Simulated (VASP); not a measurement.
A run of VASP 6.6.1:

Contents of INCAR:

```
  PREC = Accurate
  ENCUT = 520
  EDIFF = 1E-7
  ISMEAR = 0
  SIGMA = 0.1
  LREAL = False
  LASPH = True
  NELM = 100
  ALGO = Fast
  ISIF = 2
  LWAVE = False
  LCHARG = False
  GGA = PE
  NBANDS = 28
```

File KPOINTS:

```
Automatic mesh
0
Gamma
  6 6 6
```

POSCAR

```
Y3Si2
1.0
    2.6827326500      1.5488764200      5.4761050900
   -2.6827326500      1.5488764200      5.4761050900
    0.0000000000     -3.0977528300      5.4761050900
Y Si
3 2
Direct
    0.0000000000      0.0000000000      0.0000000000
    0.6000000000      0.6000000000      0.6000000000
    0.4000000000      0.4000000000      0.4000000000
    0.2000000000      0.2000000000      0.2000000000
    0.8000000000      0.8000000000      0.8000000000
```

Potentials or basis: VASP PAW PBE potentials, release 64 (Y_sv, Si).

Launch:

```console
$ cat potpaw_PBE.64/Y_sv/POTCAR potpaw_PBE.64/Si/POTCAR > POTCAR
$ mpirun -np 1 vasp_std > vasp.out
```

Hardware: 1 thread of Intel(R) Xeon(R) 6975P-C (Granite Rapids), on a shared host.

Q: Estimate the wall time of this run.

A: It took 2.8 min on 1 thread of Intel(R) Xeon(R) 6975P-C (Granite Rapids), with other jobs on the host, peak memory 0.38 GiB. Counts: scf iterations 26, k points 32.
